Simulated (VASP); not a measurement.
Write the native input for VASP 6.6.1 that does the following.

```
Task                               : single point
Functional                         : HF
Potentials or basis                : VASP PAW PBE potentials, release 64 (P, B_h)
Cutoff                             : 1000 eV
k mesh                             : 5 × 5 × 5
Occupations                        : fermi-dirac, width 0.05 eV
Spin                               : no spin polarisation
Dipole correction                  : no
Grid for exact exchange (PRECFOCK) : Normal
Further INCAR settings             : ALGO = Normal; EDIFF = 1e-06; NBANDS = 11
Share of exact exchange            : 1
```

The system is BP.

```
P B
1.0
     0.00000    2.25377    2.25377
     2.25377    0.00000    2.25377
     2.25377    2.25377    0.00000
P B
1 1
Direct
  0.75000 0.75000 0.75000
  0.00000 0.00000 0.00000
```

These files were run (other wordings do the same):

POSCAR

```
BP
1.0
    0.0000000000      2.2537713532      2.2537713532
    2.2537713532      0.0000000000      2.2537713532
    2.2537713532      2.2537713532      0.0000000000
P B
1 1
Direct
    0.7500000000      0.7500000000      0.7500000000
    0.0000000000      0.0000000000      0.0000000000
```

INCAR.step1

```
SYSTEM = BP
PREC = Accurate ; ENCUT = 1000
EDIFF = 1E-5 ; ISMEAR = -1
SIGMA = 0.05 ; LREAL = .FALSE.
LASPH = .TRUE. ; NELM = 120
ALGO = Normal ; ISIF = 2
LWAVE = .TRUE. ; LCHARG = .FALSE.
NBANDS = 11 ; GGA = PE
GGA_COMPAT = .FALSE.
```

INCAR.step2

```
SYSTEM = BP
PREC = Accurate ; ENCUT = 1000
EDIFF = 1E-6 ; ISMEAR = -1
SIGMA = 0.05 ; LREAL = .FALSE.
LASPH = .TRUE. ; NELM = 120
ALGO = Normal ; ISIF = 2
LWAVE = .FALSE. ; LCHARG = .FALSE.
GGA = PE ; LHFCALC = .TRUE.
AEXX = 1.0 ; ALDAC = 0.0
AGGAC = 0.0 ; PRECFOCK = Normal
NBANDS = 11 ; ISTART = 1
GGA_COMPAT = .FALSE.
```

KPOINTS

```
Automatic mesh
0
G
  5 5 5
  0 0 0
```

Potentials or basis: VASP PAW PBE potentials, release 64 (P, B_h).

Command:

```bash
$ cat potpaw_PBE.64/P/POTCAR potpaw_PBE.64/B_h/POTCAR > POTCAR
$ cp INCAR.step1 INCAR
$ mpirun -np 1 vasp_std > vasp.out
$ cp INCAR.step2 INCAR
$ mpirun -np 1 vasp_std > vasp.out
```

Results of the run:

```
Pressure               : 7.7 GPa
Band gap on the k mesh : 8.05 eV (least direct gap 11.00 eV)
```

Caveat: the k points lie up to 0.48 Å⁻¹ apart; the PAW data sets were made with another functional, which shifts forces and pressure a little; an odd mesh through Γ misses points on the zone boundary, where band edges can lie.

Run time: 5.3 min on 1 thread of Intel(R) Xeon(R) 6975P-C (Granite Rapids), with other jobs on the host, peak memory 0.21 GiB.
